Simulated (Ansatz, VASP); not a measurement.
**LiMo2O5 in VASP and in Ansatz**

```
CELL_PARAMETERS angstrom
6.55462 0.00000 0.00000
-3.27731 5.67647 0.00000
0.00000 0.00000 3.82881
ATOMIC_POSITIONS crystal
Li 0.00000 0.00000 0.50000
Mo 0.33333 0.66667 0.50000
Mo 0.66667 0.33333 0.50000
O 0.33333 0.66667 0.00000
O 0.00000 0.50000 0.50000
O 0.50000 0.50000 0.50000
O 0.50000 0.00000 0.50000
O 0.66667 0.33333 0.00000
```

Alike in both runs: functional PBE; k mesh 3 × 3 × 4; occupations gaussian, width 0.1 eV; collinear spin.

Ansatz relaxed the structure, and its values are those at the end. VASP's run is a single point on that final structure, the one shown.

|  | VASP | Ansatz |
| --- | --- | --- |
| version | VASP 6.6.1 | Ansatz 0.2.0 |
| potentials or method | VASP PAW PBE potentials, release 64 (Li_sv, Mo_sv, O), cutoff 520 eV | scalar-relativistic, plane waves, PAW |
| valence electrons in the cell | 61 | 61 |

VASP gave:

* gap on the k mesh at the Fermi level (eV): none
* net moment per atom (μB): 0.11
* size of the moment on the site where the two differ most (μB): 0.00

Which values does Ansatz return?

gap on the k mesh at the Fermi level (eV): none; net moment per atom (μB): 0.17; size of the moment on the site where the two differ most (μB): 0.16.

Site moments also hang on the region over which each program counts them. A gap of «none» marks a metal or a gap that the smearing closes. With one functional, cell and mesh, what is left measures potentials, basis and numerics.

The k mesh is coarse, so the values compare programs but aren't converged. Noted on VASP's run: the cutoff is under 1.25 times that of the potentials, so the pressure is a little rough.
